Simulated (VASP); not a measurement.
# TeF3 (P4/mmm) in VASP: single point with PBE

Aim: the single point of TeF3 with PBE.

Program: VASP 6.6.1. These are calculated values, not measurements. Logs are shortened: lines on timing, memory, paths and dates and some standing lists are left out, and cuts for length are marked.

**1. The cell of the first run**

It takes space group P4/mmm (No. 123, tetragonal). The conventional cell has a = 3.619 Å, b = 3.619 Å, c = 7.187 Å, α = 90.00°, β = 90.00°, γ = 90.00°. Te (site symmetry 4/mmm) has 6 F at 1.97 to 2.56 Å within 2.6 Å. F (site symmetry 4mm) has 1 Te at 1.97 Å within 2.6 Å. Within 3.4 Å of F (site symmetry 4/mmm) lie 4 Te at 2.56 Å and 8 F at 3.23 Å.

**2. Single point, PBE**

File POSCAR:

```
TeF3
1.0
    3.6194354737      0.0000000000      0.0000000000
    0.0000000000      3.6194354737      0.0000000000
    0.0000000000      0.0000000000      7.1872169565
Te F
1 3
Direct
    0.0000000000      0.0000000000      0.0000000000
    0.0000000000      0.0000000000      0.2740434240
    0.0000000000      0.0000000000      0.7259565760
    0.5000000000      0.5000000000      0.0000000000
```

File INCAR.step1:

```
SYSTEM = TeF3
ALGO = Normal
EDIFF = 1E-6
ENCUT = 520
GGA = PE
ISIF = 2
ISMEAR = 0
LASPH = .True.
LCHARG = .True.
LREAL = .False.
LWAVE = .False.
NBANDS = 22
NELM = 100
PREC = Accurate
SIGMA = 0.1
```

File KPOINTS.step1:

```
k-points
0
Gamma
  12 12 8
  0 0 0
```

File INCAR.step2:

```
SYSTEM = TeF3
ALGO = Normal
EDIFF = 1E-6
ENCUT = 520
GGA = PE
ICHARG = 11
ISIF = 2
ISMEAR = -5
LASPH = .True.
LCHARG = .False.
LORBIT = 11
LREAL = .False.
LWAVE = .False.
NEDOS = 2001
NELM = 100
PREC = Accurate
SIGMA = 0.1
```

File KPOINTS.step2:

```
k-points
0
Gamma
  18 18 12
  0 0 0
```

Potentials or basis: VASP PAW PBE potentials, release 64 (Te, F).

Command:

```
cat potpaw_PBE.64/Te/POTCAR potpaw_PBE.64/F/POTCAR > POTCAR
cp INCAR.step1 INCAR
cp KPOINTS.step1 KPOINTS
mpirun -np 1 vasp_std > vasp.out
cp INCAR.step2 INCAR
cp KPOINTS.step2 KPOINTS
mpirun -np 1 vasp_std > vasp.out
```

OUTCAR:

```text
SYSTEM = TeF3
   EDIFF = 1E-6
   ENCUT = 520
   GGA = PE
   ICHARG = 11
   ISIF = 2
   ISMEAR = -5
   LASPH = .True.
   LORBIT = 11
   LREAL = .False.
   NELM = 100
   PREC = Accurate

 ion  position               nearest neighbor table
   1  0.000  0.000  0.000-   2 1.97   3 1.97   4 2.56   4 2.56   4 2.56   4 2.56
   2  0.000  0.000  0.274-   1 1.97
   3  0.000  0.000  0.726-   1 1.97
   4  0.500  0.500  0.000-   1 2.56   1 2.56   1 2.56   1 2.56

  LATTYP: Found a simple tetragonal cell.
 ALAT       =     3.6194354737
 C/A-ratio  =     1.9857287162

  Lattice vectors:

 A1 = (   3.6194354737,   0.0000000000,   0.0000000000)
 A2 = (   0.0000000000,   3.6194354737,   0.0000000000)
 A3 = (   0.0000000000,   0.0000000000,   7.1872169565)

Analysis of symmetry for initial positions (statically):
=====================================================================
 Subroutine PRICEL returns:
 Original cell was already a primitive cell.

 Routine SETGRP: Setting up the symmetry group for a
 simple tetragonal supercell.

 Subroutine GETGRP returns: Found 16 space group operations
 (whereof 16 operations were pure point group operations)
 out of a pool of 16 trial point group operations.

The static configuration has the point symmetry D_4h.

Analysis of symmetry for dynamics (positions and initial velocities):
=====================================================================
 Subroutine PRICEL returns:
 Original cell was already a primitive cell.

 Routine SETGRP: Setting up the symmetry group for a
 simple tetragonal supercell.

 Subroutine GETGRP returns: Found 16 space group operations
 (whereof 16 operations were pure point group operations)
 out of a pool of 16 trial point group operations.

The dynamic configuration has the point symmetry D_4h.

 Subroutine INISYM returns: Found 16 space group operations
 (whereof 16 operations are pure point group operations),
 and found     1 'primitive' translations

----------------------------------------------------------------------------------------

                                     Primitive cell

  volume of cell :      94.1548

  direct lattice vectors                    reciprocal lattice vectors
     3.619435474  0.000000000  0.000000000     0.276286180  0.000000000  0.000000000
     0.000000000  3.619435474  0.000000000     0.000000000  0.276286180  0.000000000
     0.000000000  0.000000000  7.187216957     0.000000000  0.000000000  0.139135914

  length of vectors
     3.619435474  3.619435474  7.187216957     0.276286180  0.276286180  0.139135914

  position of ions in fractional coordinates (direct lattice)
     0.000000000  0.000000000  0.000000000
     0.000000000  0.000000000  0.274043424
     0.000000000  0.000000000  0.725956576
     0.500000000  0.500000000  0.000000000

  ion indices of the primitive-cell ions
   primitive index   ion index
                 1           1
                 2           2
                 3           3
                 4           4

----------------------------------------------------------------------------------------

 KPOINTS: k-points

Automatic generation of k-mesh.
 Grid dimensions read from file:
 generate k-points for:   18   18   12

 Generating k-lattice:

  Cartesian coordinates                     Fractional coordinates (reciprocal lattice)
     0.015349232  0.000000000  0.000000000     0.055555556  0.000000000  0.000000000
     0.000000000  0.015349232  0.000000000     0.000000000  0.055555556  0.000000000
     0.000000000  0.000000000  0.011594659     0.000000000  0.000000000  0.083333333

  Length of vectors
     0.015349232  0.015349232  0.011594659

  Shift w.r.t. Gamma in fractional coordinates (k-lattice)
     0.000000000  0.000000000  0.000000000

 TETIRR: Found   5832 inequivalent tetrahedra from    23328

 Subroutine IBZKPT returns following result:
 ===========================================

 Found    385 irreducible k-points:

 Following reciprocal coordinates:
            Coordinates               Weight
  0.000000  0.000000  0.000000      1.000000
  0.055556  0.000000  0.000000      4.000000
  0.111111  0.000000  0.000000      4.000000
  0.166667  0.000000  0.000000      4.000000
  0.222222  0.000000  0.000000      4.000000
  0.277778  0.000000  0.000000      4.000000
[... 16 lines left out ...]
  0.277778  0.111111  0.000000      8.000000
  0.333333  0.111111  0.000000      8.000000
 [... further k-points ...]
   k-points           NKPTS =    385   k-points in BZ     NKDIM =    385   number of bands    NBANDS=     17
   number of dos      NEDOS =   2001   number of ions     NIONS =      4
   total plane-waves  NPLWV =  42336
   dimension x,y,z NGX =    28 NGY =   28 NGZ =   54
   dimension x,y,z NGXF=    56 NGYF=   56 NGZF=  108
   ions per type =               1   3
   NGX,Y,Z   is equivalent  to a cutoff of  12.86, 12.86, 12.49 a.u.
   NGXF,Y,Z  is equivalent  to a cutoff of  25.72, 25.72, 24.98 a.u.
 SYSTEM =  TeF3
   PREC   = accura    normal or accurate (medium, high low for compatibility)
   ISTART =      0    job   : 0-new  1-cont  2-samecut
   ICHARG =     11    charge: 1-file 2-atom 10-const
   ISPIN  =      1    spin polarized calculation?
   LNONCOLLINEAR =      F non collinear calculations
   LSORBIT =      F    spin-orbit coupling
   LASPH  =      T    aspherical Exc in radial PAW
   ENCUT  =  520.0 eV  38.22 Ry    6.18 a.u.   6.73  6.73 13.36*2*pi/ulx,y,z
   NELM   =    100;   NELMIN=  2; NELMDL=  0     # of ELM steps
   EDIFF  = 0.1E-05   stopping-criterion for ELM
   LREAL  =      F    real-space projection
   EDIFFG = 0.1E-04   stopping-criterion for IOM
   NSW    =      0    number of steps for IOM
   IBRION =     -1    ionic relax: 0-MD 1-quasi-New 2-CG
   NFREE  =      0    steps in history (QN), initial steepest desc. (CG)
   ISIF   =      2    stress and relaxation
   ISYM   =      2    0-nonsym 1-usesym 2-fastsym
   POTIM  = 0.5000    time-step for ionic-motion
   TEBEG  =    0.0;   TEEND  =   0.0 temperature during run
   PSTRESS=    0.0 pullay stress
   NELECT =      27.0000    total number of electrons
   NUPDOWN=      -1.0000    fix difference up-down
   EMIN   =  10.00;   EMAX   =-10.00  energy-range for DOS
   EFERMI =   0.00;   METHOD = LEGACY
   ISMEAR =    -5;   SIGMA  =   0.10  broadening in eV -4-tet -1-fermi 0-gaus
   EFERMI_NEDOS =   21; number of points for ismear=-14 and -15
   IALGO  =     38    algorithm
   IMIX   =      4    mixing-type and parameters
     AMIX     =   0.40;   BMIX     =  1.00
     AMIX_MAG =   1.60;   BMIX_MAG =  1.00
  volume/ion in A,a.u.               =      23.54       158.85
  Fermi-wavevector in a.u.,A,eV,Ry     =   1.079565  2.040081 15.857040  1.165460
  Thomas-Fermi vector in A             =   2.215533
   LORBIT       =     11    0 simple, 1 ext, 2 COOP (PROOUT), +10 PAW based schemes
   GGA     = PE    functional components
   LHFCALC =     F    Hartree Fock is set to
   AEXX    =    0.0000 exact exchange contribution
   IVDW    =     0    specifies the selected vdW correction
   LEPSILON=     F    determine dielectric tensor
   LRPA    =     F    only Hartree local field effects (RPA)
 non-spin polarized calculation
 Fermi weights with tetrahedron method with Bloechl corrections
  energy-cutoff  :      520.00
  volume of cell :       94.15
 maximum number of plane-waves:      2572
 NGX is ok and might be reduce to    28

 number of electron      27.0000016 magnetization

 Free energy of the ion-electron system (eV)
  ---------------------------------------------------
  ext. energy  EPLUGINS =         0.00000000
  ---------------------------------------------------
  free energy    TOTEN  =       -14.45625147 eV

  energy without entropy =      -14.45625147  energy(sigma->0) =      -14.45625147

 E-fermi :  -0.7387     XC(G=0):  -7.1433

 val. band max:       -0.7384790404   @ k =   0.2778   0.1667   0.2500
 cond. band min:      -0.7311334108   @ k =   0.2778   0.1667   0.3333
 fundamental gap:      0.0073456297
 Fermi energy:        -0.7386696740

 k-point     1 :       0.0000    0.0000    0.0000
  band No.  band energies     occupation
      1     -24.2840      2.00000
      2     -23.2986      2.00000
      3     -23.2742      2.00000
      4     -12.0568      2.00000
      5      -6.6993      2.00000
      6      -6.5616      2.00000
[... 9 lines left out ...]
     16       3.3630      0.00000
     17       5.2442      0.00000

 k-point     2 :       0.0556    0.0000    0.0000
  band No.  band energies     occupation
      1     -24.2796      2.00000
      2     -23.2978      2.00000
      3     -23.2757      2.00000
      4     -12.0678      2.00000
      5      -6.6921      2.00000
      6      -6.5459      2.00000
[... 9 lines left out ...]
     16       3.3759      0.00000
     17       5.3916      0.00000

 k-point     3 :       0.1111    0.0000    0.0000
  band No.  band energies     occupation
      1     -24.2664      2.00000
      2     -23.2960      2.00000
      3     -23.2807      2.00000
      4     -12.0993      2.00000
      5      -6.6710      2.00000
      6      -6.4987      2.00000
[... 9 lines left out ...]
     16       3.4129      0.00000
     17       5.7432      0.00000

 k-point     4 :       0.1667    0.0000    0.0000
  band No.  band energies     occupation
      1     -24.2458      2.00000
      2     -23.2931      2.00000
      3     -23.2889      2.00000
      4     -12.1473      2.00000
      5      -6.6376      2.00000
      6      -6.4204      2.00000
[... 9 lines left out ...]
     16       3.4697      0.00000
     17       6.0872      0.00000

 k-point     5 :       0.2222    0.0000    0.0000
  band No.  band energies     occupation
      1     -24.2199      2.00000
      2     -23.2994      2.00000
      3     -23.2895      2.00000
      4     -12.2060      2.00000
      5      -6.5947      2.00000
      6      -6.3136      2.00000
[... 9 lines left out ...]
     16       3.5398      0.00000
     17       6.3854      0.00000

 k-point     6 :       0.2778    0.0000    0.0000
  band No.  band energies     occupation
      1     -24.1911      2.00000
      2     -23.3114      2.00000
      3     -23.2855      2.00000
      4     -12.2682      2.00000
      5      -6.5462      2.00000
      6      -6.1959      2.00000
[... 9 lines left out ...]
     16       3.6150      0.00000
     17       6.7171      0.00000
[... 281 lines left out ...]
 k-point    21 :       0.1667    0.1111    0.0000
  band No.  band energies     occupation
      1     -24.2301      2.00000
      2     -23.2934      2.00000
      3     -23.2906      2.00000
      4     -12.1518      2.00000
      5      -6.7884      2.00000
      6      -6.6125      2.00000
[... 9 lines left out ...]
     16       3.5327      0.00000
     17       6.4025      0.00000

 k-point    22 :       0.2222    0.1111    0.0000
  band No.  band energies     occupation
      1     -24.2054      2.00000
      2     -23.3023      2.00000
      3     -23.2869      2.00000
      4     -12.1878      2.00000
      5      -6.7998      2.00000
      6      -6.5721      2.00000
[... 9 lines left out ...]
     16       3.6121      0.00000
     17       6.6492      0.00000

 k-point    23 :       0.2778    0.1111    0.0000
  band No.  band energies     occupation
      1     -24.1783      2.00000
      2     -23.3125      2.00000
      3     -23.2831      2.00000
      4     -12.2276      2.00000
      5      -6.7627      2.00000
      6      -6.5265      2.00000
[... 9 lines left out ...]
     16       3.6981      0.00000
     17       6.9573      0.00000

 k-point    24 :       0.3333    0.1111    0.0000
  band No.  band energies     occupation
      1     -24.1519      2.00000
      2     -23.3229      2.00000
      3     -23.2794      2.00000
      4     -12.2663      2.00000
      5      -6.6808      2.00000
      6      -6.4809      2.00000
[... 9 lines left out ...]
     16       3.7807      0.00000
     17       7.3211      0.00000

 [... further k-points ...]

------------------------ aborting loop because EDIFF is reached ----------------------------------------

  FORCE on cell =-STRESS in cart. coord.  units (eV):
  Direction    XX          YY          ZZ          XY          YZ          ZX
  --------------------------------------------------------------------------------------
  -------------------------------------------------------------------------------------
  Total       -0.2575325     -0.2575325     -0.2778961      0.0000000      0.0000000      0.0000000
  in kB       -4.3822810     -4.3822810     -4.7287957      0.0000000      0.0000000      0.0000000
  external PRESSURE =      -4.4977859 kB  Pullay stress =       0.0000000 kB

 VOLUME and BASIS-vectors are now :
 -----------------------------------------------------------------------------
  energy-cutoff  :      520.00
  volume of cell :       94.15
      direct lattice vectors                 reciprocal lattice vectors
     3.619435474  0.000000000  0.000000000     0.276286180  0.000000000  0.000000000
     0.000000000  3.619435474  0.000000000     0.000000000  0.276286180  0.000000000
     0.000000000  0.000000000  7.187216957     0.000000000  0.000000000  0.139135914

 POSITION                                       TOTAL-FORCE (eV/Angst)
 -----------------------------------------------------------------------------------
      0.00000      0.00000      0.00000         0.000000      0.000000      0.000000
      0.00000      0.00000      1.96961         0.000000     -0.000000     -0.005298
      0.00000      0.00000      5.21761        -0.000000     -0.000000      0.005298
      1.80972      1.80972      0.00000         0.000000      0.000000      0.000000
 -----------------------------------------------------------------------------------
    total drift:                                0.000000      0.000000      0.000000

  FREE ENERGIE OF THE ION-ELECTRON SYSTEM (eV)
  ---------------------------------------------------
  free  energy   TOTEN  =       -14.4562514663 eV

  energy  without entropy=      -14.4562514663  energy(sigma->0) =      -14.45625147

 total charge

# of ion       s       p       d       tot
------------------------------------------
    1        1.523   1.320   0.177   3.020
    2        1.754   4.278   0.000   6.033
    3        1.754   4.278   0.000   6.033
    4        1.766   4.226   0.000   5.992
--------------------------------------------------
tot          6.798  14.102   0.177  21.077
```

It took 5.9 min on 1 thread of Intel Xeon 6975P-C (Granite Rapids), shared host; peak memory 0.6 GiB.

Results:

```
Valence electrons inside the program's atomic spheres : Te 3.02; F 6.03, 5.99 (each value once)
```

Caveat: spin-orbit coupling is left out, which moves the levels of the heavy elements; this functional lacks dispersion, which binds layers or chains, so the pressure and a relaxed spacing across them are unreliable; an odd number of electrons without spin polarisation forces a metal; a magnetic or distorted state may lie lower.
